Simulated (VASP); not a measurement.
Runs of VASP 6.6.1 on ReP2. The structure is that of space group P6/mmm (No. 191), or close to it. The cells are those of the table. 

```csv
task,potentials or basis,cell,k mesh,cutoff (eV),second run,gap on the mesh (eV),pressure (GPa),relaxed volume (Å³/atom)
relaxation of cell and atoms,"VASP PAW PBE potentials, release 64 (Re, P)","relaxed from a = 4.435, b = 4.435, c = 3.664 Å, angles 90.0, 90.0, 120.0°, 3 atoms",6 × 6 × 6,600,-,none,0.1,14.42
single point,"VASP PAW PBE potentials, release 64 (Re, P)","a = 4.435, b = 4.435, c = 3.664 Å, angles 90.0, 90.0, 120.0°, 3 atoms",6 × 6 × 6,520,-,none,(b),-
single point,"VASP PAW PBE potentials, release 64 (Re, P)","a = 4.378, b = 4.378, c = 2.606 Å, angles 90.0, 90.0, 120.0°, 3 atoms",6 × 6 × 6,520,-,none,(a),-
single point,"VASP PAW PBE potentials, release 64 (Re_sv_GW, P)","a = 4.378, b = 4.378, c = 2.606 Å, angles 90.0, 90.0, 120.0°, 3 atoms",6 × 6 × 6,500,valence_matched,none,-0.9,-
relaxation of cell and atoms,"VASP PAW PBE potentials, release 64 (Re, P)","relaxed from a = 4.378, b = 4.378, c = 2.606 Å, angles 90.0, 90.0, 120.0°, 3 atoms",12 × 12 × 18,600,-,none,0.0,14.44
single point,"VASP PAW PBE potentials, release 64 (Re, P)","a = 4.393, b = 4.393, c = 2.590 Å, angles 90.0, 90.0, 120.0°, 3 atoms",12 × 12 × 18,520,-,none,0.1,-
```

Alike in all rows: level PBE; no spin polarisation; smearing gaussian 0.1 eV.

Q: Fill in the values left out.

A: (a) 0.2; (b) -18.0.

Caveats: some runs use coarse meshes; spin-orbit coupling is left out, which moves the levels of the heavy elements; the volume moved by over 15 % at a fixed basis, so the end points are rough (some runs).

A k mesh can miss the band edges, and the runs leave out spin-orbit coupling on Re.

A gap of «none» marks levels without a gap at the run's occupations.

The runs don't all hold the same shells in valence.
